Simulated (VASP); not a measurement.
Wanted: the native input for a VASP 6.6.1 run.

```yaml
Task: single point
Functional: PBE
Potentials_or_basis: VASP PAW PBE potentials, release 64 (Cu, O)
Cutoff: 520 eV
k_mesh: 7 × 7 × 4
Occupations: fermi-dirac, width 0.03 eV
Spin: collinear spin, ferromagnetic start
Starting_moments: "[0.45, 0.45, 0.0, 0.0] μB"
Fixed_moment: 0.9 μB
Dipole_correction: no
Further_INCAR_settings: ALGO = Normal; EDIFF = 1e-06; NBANDS = 29
```

The structure of CuO lies in POSCAR:

```
CuO
1.0
    2.3446500000     -1.7134000000      0.0000000000
    2.3446500000      1.7134000000      0.0000000000
   -0.8605500000      0.0000000000      5.0594400000
Cu O
2 2
Direct
    0.0032000000      0.4968000000      0.0000000000
    0.4968000000      0.0032000000      0.5000000000
    0.5714000000      0.4056000000      0.2537000000
    0.4056000000      0.5714000000      0.7537000000
```

One way to write it, as run:

INCAR

```
SYSTEM = CuO
ALGO = Normal
EDIFF = 1E-6
ENCUT = 520
GGA = PE
ISIF = 2
ISMEAR = -1
ISPIN = 2
LASPH = .TRUE.
LCHARG = .FALSE.
LMAXMIX = 4
LORBIT = 11
LREAL = .FALSE.
LWAVE = .FALSE.
MAGMOM = 0.45 0.45 0 0
NBANDS = 29
NELM = 150
NUPDOWN = 0.9
PREC = Accurate
SIGMA = 0.03
```

KPOINTS

```
k-points
0
G
  7 7 4
  0 0 0
```

Potentials or basis: VASP PAW PBE potentials, release 64 (Cu, O).

Launch:

```console
$ cat potpaw_PBE.64/Cu/POTCAR potpaw_PBE.64/O/POTCAR > POTCAR
$ mpirun -np 1 vasp_std > vasp.out
```

It gave:

```yaml
Pressure: 6.7 GPa
Largest_force: 0.809 eV/Å
Net_moment: 0.90 μB per cell
Site_moments: Cu +0.28; O +0.15 μB
Valence_electrons_inside_the_program's_atomic_spheres: Cu 9.90; O 4.96
```

Caveat: the total moment is fixed, so each spin has its own Fermi level.

Wall time 98 s on 1 thread of Intel Xeon 6975P-C, with other jobs on the host, peak memory 0.24 GiB.
